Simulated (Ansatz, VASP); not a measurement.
## Ba: VASP beside Ansatz

POSCAR

```
Ba
1.0
    3.7456077657      0.0000000000      0.0000000000
    0.0000000000      3.7456077657      0.0000000000
    0.0000000000      0.0000000000      3.7456077657
Ba
1
Direct
    0.0000000000      0.0000000000      0.0000000000
```

File INCAR.step1:

```
PREC = Accurate
ENCUT = 520
ISMEAR = -1
SIGMA = 0.1
LREAL = F
LASPH = T
NELM = 80
NBANDS = 11
GGA = PE
ALGO = Normal
EDIFF = 1E-4
LWAVE = T
LCHARG = F
```

File INCAR.step2:

```
PREC = Accurate
ENCUT = 520
EDIFF = 1E-6
ISMEAR = -1
SIGMA = 0.1
LREAL = F
LASPH = T
NELM = 80
ALGO = Normal
ISIF = 2
LWAVE = F
LCHARG = F
METAGGA = R2SCAN
LMIXTAU = T
NBANDS = 11
ISTART = 1
```

Contents of KPOINTS:

```
regular mesh
0
Gamma
  9 9 9
```

Input for Ansatz:

```yaml
crystal:
  lattice:
    - [3.7456077657, 0.0, 0.0]
    - [0.0, 3.7456077657, 0.0]
    - [0.0, 0.0, 3.7456077657]
  atoms:
    - { symbol: Ba, position: [0.0, 0.0, 0.0] }
hamiltonian:
  xc: r2scan
  pseudopotentials:
    kind: paw
    azcp:
      Ba: "pseudopotentials/Ba.paw.azcp"
basis:
  ecutwfc: 500
  fft_grid_basis: typed
kpoints:
  mp_grid: { grid: [9, 9, 9], shift: [0, 0, 0] }
magnetization:
  spin_polarized: false
scf:
  occupations: { method: fermi_dirac, width: 0.1 }
  lower_state_search: "off"
output:
  stress: true
```

Alike in both runs: task single point; functional r2SCAN; k mesh 9 × 9 × 9; occupations fermi-dirac, width 0.1 eV; no spin polarisation.

|  | VASP | Ansatz |
| --- | --- | --- |
| version | VASP 6.6.1 | Ansatz 0.2.0 |
| potentials or method | VASP PAW PBE potentials, release 64 (Ba_sv), cutoff 520 eV | plane waves (500 eV) with PAW, scalar-relativistic |
| valence electrons in the cell | 10 | 10 |

```csv
,VASP,Ansatz,Ansatz less VASP
pressure (GPa),1.6,1.3,-0.33
```

VASP's potentials were made for PBE, not for r2SCAN. With one functional, cell and mesh, what is left measures potentials, basis and numerics.

Spin-orbit coupling is off throughout.
